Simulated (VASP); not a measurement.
# Y2RhC3 (P6/mmm) in VASP: single point with PBE

Aim: the single point of Y2RhC3 with PBE.

Everything below comes from runs of VASP 6.6.1. Logs are shortened: lines on timing, memory, paths and dates and some standing lists are left out, and cuts for length are marked.

### Step 1. The cell of the first run

The structure is hexagonal, space group P6/mmm (No. 191). Conventional cell: a = 5.561 Å, b = 5.561 Å, c = 3.682 Å, α = 90.00°, β = 90.00°, γ = 120.00°. Y (site symmetry -6m2) has 6 C at 2.44 Å and 3 Y at 3.21 Å and 3 Rh at 3.21 Å within 3.3 Å. Rh (site symmetry 6/mmm) has 6 Y at 3.21 Å and 12 C at 3.33 Å and 2 Rh at 3.68 Å within 4.2 Å. Within 3.2 Å of C (site symmetry mmm) lie 4 Y at 2.44 Å and 4 C at 2.78 Å.

### Step 2. Single point, PBE

Input file INCAR:

```
PREC = Accurate
ENCUT = 520
EDIFF = 1E-6
ISMEAR = 0
SIGMA = 0.1
LREAL = False
LASPH = True
NELM = 100
ALGO = Normal
ISIF = 2
LWAVE = False
LCHARG = False
GGA = PE
NBANDS = 34
```

Input file KPOINTS:

```
Automatic mesh
0
Gamma
  12 12 10
```

Input file POSCAR:

```
Y2RhC3
1.0
    5.5608445629      0.0000000000      0.0000000000
   -2.7804222814      4.8158326579      0.0000000000
    0.0000000000      0.0000000000      3.6815615177
Y Rh C
2 1 3
Direct
    0.3333333333      0.6666666667      0.0000000000
    0.6666666667      0.3333333333      0.0000000000
    0.0000000000      0.0000000000      0.0000000000
    0.5000000000      0.0000000000      0.5000000000
    0.5000000000      0.5000000000      0.5000000000
    0.0000000000      0.5000000000      0.5000000000
```

Potentials or basis: VASP PAW PBE potentials, release 64 (Y_sv, Rh_pv, C).

Command:

```
$ cat potpaw_PBE.64/Y_sv/POTCAR potpaw_PBE.64/Rh_pv/POTCAR potpaw_PBE.64/C/POTCAR > POTCAR
$ mpirun -np 1 vasp_std > vasp.out
```

OUTCAR:

```text
PREC = Accurate
   ENCUT = 520
   EDIFF = 1E-6
   ISMEAR = 0
   LREAL = False
   LASPH = True
   NELM = 100
   ISIF = 2
   GGA = PE

 ion  position               nearest neighbor table
   1  0.333  0.667  0.000-   4 2.44   4 2.44   6 2.44   6 2.44   5 2.44   5 2.44   2 3.21   3 3.21
                             2 3.21   3 3.21   3 3.21   2 3.21
   2  0.667  0.333  0.000-   4 2.44   4 2.44   6 2.44   6 2.44   5 2.44   5 2.44   1 3.21   3 3.21
                             1 3.21   3 3.21   3 3.21   1 3.21
   3  0.000  0.000  0.000-   1 3.21   2 3.21   1 3.21   2 3.21   2 3.21   1 3.21
   4  0.500  0.000  0.500-   1 2.44   2 2.44   1 2.44   2 2.44
   5  0.500  0.500  0.500-   1 2.44   2 2.44   1 2.44   2 2.44
   6  0.000  0.500  0.500-   1 2.44   2 2.44   1 2.44   2 2.44

  LATTYP: Found a hexagonal cell.
 ALAT       =     5.5608445629
 C/A-ratio  =     0.6620507867

  Lattice vectors:

 A1 = (   5.5608445629,   0.0000000000,   0.0000000000)
 A2 = (  -2.7804222814,   4.8158326579,   0.0000000000)
 A3 = (   0.0000000000,   0.0000000000,   3.6815615177)

Analysis of symmetry for initial positions (statically):
=====================================================================
 Subroutine PRICEL returns:
 Original cell was already a primitive cell.

 Routine SETGRP: Setting up the symmetry group for a
 hexagonal supercell.

 Subroutine GETGRP returns: Found 24 space group operations
 (whereof 24 operations were pure point group operations)
 out of a pool of 24 trial point group operations.

The static configuration has the point symmetry D_6h.

Analysis of symmetry for dynamics (positions and initial velocities):
=====================================================================
 Subroutine PRICEL returns:
 Original cell was already a primitive cell.

 Routine SETGRP: Setting up the symmetry group for a
 hexagonal supercell.

 Subroutine GETGRP returns: Found 24 space group operations
 (whereof 24 operations were pure point group operations)
 out of a pool of 24 trial point group operations.

The dynamic configuration has the point symmetry D_6h.

 Subroutine INISYM returns: Found 24 space group operations
 (whereof 24 operations are pure point group operations),
 and found     1 'primitive' translations

----------------------------------------------------------------------------------------

                                     Primitive cell

  volume of cell :      98.5926

  direct lattice vectors                    reciprocal lattice vectors
     5.560844563  0.000000000  0.000000000     0.179828799  0.103824206  0.000000000
    -2.780422281  4.815832658  0.000000000     0.000000000  0.207648411  0.000000000
     0.000000000  0.000000000  3.681561518     0.000000000  0.000000000  0.271623874

  length of vectors
     5.560844563  5.560844563  3.681561518     0.207648411  0.207648411  0.271623874

  position of ions in fractional coordinates (direct lattice)
     0.333333333  0.666666667  0.000000000
     0.666666667  0.333333333  0.000000000
     0.000000000  0.000000000  0.000000000
     0.500000000  0.000000000  0.500000000
     0.500000000  0.500000000  0.500000000
     1.000000000  0.500000000  0.500000000

  ion indices of the primitive-cell ions
   primitive index   ion index
                 1           1
                 2           2
                 3           3
                 4           4
                 5           5
                 6           6

----------------------------------------------------------------------------------------

 KPOINTS: Automatic mesh

Automatic generation of k-mesh.
 Grid dimensions read from file:
 generate k-points for:   12   12   10

 Generating k-lattice:

  Cartesian coordinates                     Fractional coordinates (reciprocal lattice)
     0.014985733  0.008652017  0.000000000     0.083333333 -0.000000000  0.000000000
     0.000000000  0.017304034  0.000000000     0.000000000  0.083333333  0.000000000
     0.000000000  0.000000000  0.027162387     0.000000000  0.000000000  0.100000000

  Length of vectors
     0.017304034  0.017304034  0.027162387

  Shift w.r.t. Gamma in fractional coordinates (k-lattice)
     0.000000000  0.000000000  0.000000000

 Subroutine IBZKPT returns following result:
 ===========================================

 Found    114 irreducible k-points:

 Following reciprocal coordinates:
            Coordinates               Weight
  0.000000  0.000000  0.000000      1.000000
  0.083333 -0.000000  0.000000      6.000000
  0.166667 -0.000000  0.000000      6.000000
  0.250000 -0.000000  0.000000      6.000000
  0.333333  0.000000  0.000000      6.000000
  0.416667 -0.000000  0.000000      6.000000
[... 16 lines left out ...]
  0.250000 -0.000000  0.100000     12.000000
  0.333333  0.000000  0.100000     12.000000
 [... further k-points ...]
   k-points           NKPTS =    114   k-points in BZ     NKDIM =    114   number of bands    NBANDS=     34
   number of dos      NEDOS =    301   number of ions     NIONS =      6
   total plane-waves  NPLWV =  49392
   dimension x,y,z NGX =    42 NGY =   42 NGZ =   28
   dimension x,y,z NGXF=    84 NGYF=   84 NGZF=   56
   ions per type =               2   1   3
   NGX,Y,Z   is equivalent  to a cutoff of  12.56, 12.56, 12.64 a.u.
   NGXF,Y,Z  is equivalent  to a cutoff of  25.11, 25.11, 25.29 a.u.
 SYSTEM =  unknown system
   PREC   = accura    normal or accurate (medium, high low for compatibility)
   ISTART =      0    job   : 0-new  1-cont  2-samecut
   ICHARG =      2    charge: 1-file 2-atom 10-const
   ISPIN  =      1    spin polarized calculation?
   LNONCOLLINEAR =      F non collinear calculations
   LSORBIT =      F    spin-orbit coupling
   LASPH  =      T    aspherical Exc in radial PAW
   ENCUT  =  520.0 eV  38.22 Ry    6.18 a.u.  10.34 10.34  6.85*2*pi/ulx,y,z
   NELM   =    100;   NELMIN=  2; NELMDL= -5     # of ELM steps
   EDIFF  = 0.1E-05   stopping-criterion for ELM
   LREAL  =      F    real-space projection
   EDIFFG = 0.1E-04   stopping-criterion for IOM
   NSW    =      0    number of steps for IOM
   IBRION =     -1    ionic relax: 0-MD 1-quasi-New 2-CG
   NFREE  =      0    steps in history (QN), initial steepest desc. (CG)
   ISIF   =      2    stress and relaxation
   ISYM   =      2    0-nonsym 1-usesym 2-fastsym
   POTIM  = 0.5000    time-step for ionic-motion
   TEBEG  =    0.0;   TEEND  =   0.0 temperature during run
   PSTRESS=    0.0 pullay stress
   NELECT =      49.0000    total number of electrons
   NUPDOWN=      -1.0000    fix difference up-down
   EMIN   =  10.00;   EMAX   =-10.00  energy-range for DOS
   EFERMI =   0.00;   METHOD = LEGACY
   ISMEAR =     0;   SIGMA  =   0.10  broadening in eV -4-tet -1-fermi 0-gaus
   EFERMI_NEDOS =   21; number of points for ismear=-14 and -15
   IALGO  =     38    algorithm
   IMIX   =      4    mixing-type and parameters
     AMIX     =   0.40;   BMIX     =  1.00
     AMIX_MAG =   1.60;   BMIX_MAG =  1.00
  volume/ion in A,a.u.               =      16.43       110.89
  Fermi-wavevector in a.u.,A,eV,Ry     =   1.296758  2.450516 22.879287  1.681580
  Thomas-Fermi vector in A             =   2.428193
   LORBIT       =      0    0 simple, 1 ext, 2 COOP (PROOUT), +10 PAW based schemes
   GGA     = PE    functional components
   LHFCALC =     F    Hartree Fock is set to
   AEXX    =    0.0000 exact exchange contribution
   IVDW    =     0    specifies the selected vdW correction
   LEPSILON=     F    determine dielectric tensor
   LRPA    =     F    only Hartree local field effects (RPA)
 non-spin polarized calculation
 Gauss-broadening in eV      SIGMA  =   0.10
  energy-cutoff  :      520.00
  volume of cell :       98.59
 maximum number of plane-waves:      2690
 NGX is ok and might be reduce to    42
   NGX = 21   NGY = 21   NGZ = 13

 number of electron      49.0000000 magnetization

 Free energy of the ion-electron system (eV)
  ---------------------------------------------------
  ext. energy  EPLUGINS =         0.00000000
  ---------------------------------------------------
  free energy    TOTEN  =       -39.35447852 eV

  energy without entropy =      -39.31127888  energy(sigma->0) =      -39.33287870

 E-fermi :   3.5397     XC(G=0): -10.8007

 val. band max:        3.5356354636   @ k =   0.2500   0.1667   0.3000
 cond. band min:       3.5411999937   @ k =   0.0000   0.0000   0.5000
 fundamental gap:      0.0055645301
 Fermi energy:         3.5397195700

 k-point     1 :       0.0000    0.0000    0.0000
  band No.  band energies     occupation
      1     -41.4605      2.00000
      2     -41.4605      2.00000
      3     -41.3810      2.00000
      4     -36.8343      2.00000
      5     -36.6987      2.00000
      6     -17.3478      2.00000
[... 26 lines left out ...]
     33       9.2548      0.00000
     34       9.2575      0.00000

 k-point     2 :       0.0833   -0.0000    0.0000
  band No.  band energies     occupation
      1     -41.4605      2.00000
      2     -41.4605      2.00000
      3     -41.3810      2.00000
      4     -36.8322      2.00000
      5     -36.7008      2.00000
      6     -17.3513      2.00000
[... 26 lines left out ...]
     33       9.2777      0.00000
     34       9.3255      0.00000

 k-point     3 :       0.1667   -0.0000    0.0000
  band No.  band energies     occupation
      1     -41.4606      2.00000
      2     -41.4605      2.00000
      3     -41.3810      2.00000
      4     -36.8262      2.00000
      5     -36.7068      2.00000
      6     -17.3606      2.00000
[... 26 lines left out ...]
     33       9.3207      0.00000
     34       9.4544      0.00000

 k-point     4 :       0.2500   -0.0000    0.0000
  band No.  band energies     occupation
      1     -41.4607      2.00000
      2     -41.4605      2.00000
      3     -41.3810      2.00000
      4     -36.8169      2.00000
      5     -36.7162      2.00000
      6     -17.3728      2.00000
[... 26 lines left out ...]
     33       9.3924      0.00000
     34       9.6610      0.00000

 k-point     5 :       0.3333    0.0000    0.0000
  band No.  band energies     occupation
      1     -41.4608      2.00000
      2     -41.4605      2.00000
      3     -41.3810      2.00000
      4     -36.8055      2.00000
      5     -36.7276      2.00000
      6     -17.3845      2.00000
[... 621 lines left out ...]
 k-point    22 :       0.1667   -0.0000    0.1000
  band No.  band energies     occupation
      1     -41.4605      2.00000
      2     -41.4604      2.00000
      3     -41.3819      2.00000
      4     -36.8240      2.00000
      5     -36.7048      2.00000
      6     -17.3525      2.00000
[... 26 lines left out ...]
     33       9.2156      0.00000
     34       9.4447      0.00000

 k-point    23 :       0.2500   -0.0000    0.1000
  band No.  band energies     occupation
      1     -41.4606      2.00000
      2     -41.4604      2.00000
      3     -41.3819      2.00000
      4     -36.8147      2.00000
      5     -36.7141      2.00000
      6     -17.3646      2.00000
[... 26 lines left out ...]
     33       9.4985      0.00000
     34       9.8459      0.00000

 k-point    24 :       0.3333    0.0000    0.1000
  band No.  band energies     occupation
      1     -41.4607      2.00000
      2     -41.4605      2.00000
      3     -41.3819      2.00000
      4     -36.8033      2.00000
      5     -36.7256      2.00000
      6     -17.3763      2.00000
[... 26 lines left out ...]
     33       9.8187      0.00000
     34      10.0024      0.00000

 [... further k-points ...]

------------------------ aborting loop because EDIFF is reached ----------------------------------------

  FORCE on cell =-STRESS in cart. coord.  units (eV):
  Direction    XX          YY          ZZ          XY          YZ          ZX
  --------------------------------------------------------------------------------------
  -------------------------------------------------------------------------------------
  Total       -0.0614205     -0.0614205     -0.0898766     -0.0000000      0.0000000      0.0000000
  in kB       -0.9981123     -0.9981123     -1.4605378     -0.0000000      0.0000000      0.0000000
  external PRESSURE =      -1.1522541 kB  Pullay stress =       0.0000000 kB

 VOLUME and BASIS-vectors are now :
 -----------------------------------------------------------------------------
  energy-cutoff  :      520.00
  volume of cell :       98.59
      direct lattice vectors                 reciprocal lattice vectors
     5.560844563  0.000000000  0.000000000     0.179828799  0.103824206  0.000000000
    -2.780422281  4.815832658  0.000000000     0.000000000  0.207648411  0.000000000
     0.000000000  0.000000000  3.681561518     0.000000000  0.000000000  0.271623874

 POSITION                                       TOTAL-FORCE (eV/Angst)
 -----------------------------------------------------------------------------------
     -0.00000      3.21056      0.00000         0.000000     -0.000000      0.000000
      2.78042      1.60528      0.00000        -0.000000      0.000000     -0.000000
      0.00000      0.00000      0.00000         0.000000      0.000000      0.000000
      2.78042      0.00000      1.84078         0.000000      0.000000      0.000000
      1.39021      2.40792      1.84078         0.000000      0.000000      0.000000
     -1.39021      2.40792      1.84078         0.000000      0.000000      0.000000
 -----------------------------------------------------------------------------------
    total drift:                               -0.000000      0.000000      0.000000

  FREE ENERGIE OF THE ION-ELECTRON SYSTEM (eV)
  ---------------------------------------------------
  free  energy   TOTEN  =       -39.3544785150 eV

  energy  without entropy=      -39.3112788781  energy(sigma->0) =      -39.33287870
```

Run time: 8.1 min. Hardware: 1 thread of Intel Xeon Platinum 8259CL at 2.50GHz (Skylake/Cascade Lake), shared host; peak memory 0.49 GiB.

Results:

* Free energy: -39.3545 eV
* Pressure: -0.1 GPa
* Band gap on the k mesh: zero (an odd number of electrons rules out a gap without spin polarisation)

Levels at points of the mesh, in eV from the Fermi level:
```csv
k point,band 21,band 22,band 23,band 24,band 25,band 26,band 27,band 28,band 29,band 30
"(0.00, 0.00, 0.00)",-0.78,-0.78,-0.75,-0.48,-0.48,0.47,2.17,2.17,2.52,4.69
"(0.50, 0.00, 0.00)",-0.98,-0.95,-0.78,-0.51,-0.13,0.46,1.16,2.39,2.66,2.93
"(0.00, 0.00, 0.50)",-0.08,-0.08,0.00,0.06,0.06,2.28,2.28,2.42,2.42,2.80
"(0.50, 0.00, 0.50)",-0.69,-0.64,-0.60,-0.48,0.08,0.10,1.25,1.46,2.48,3.12
```
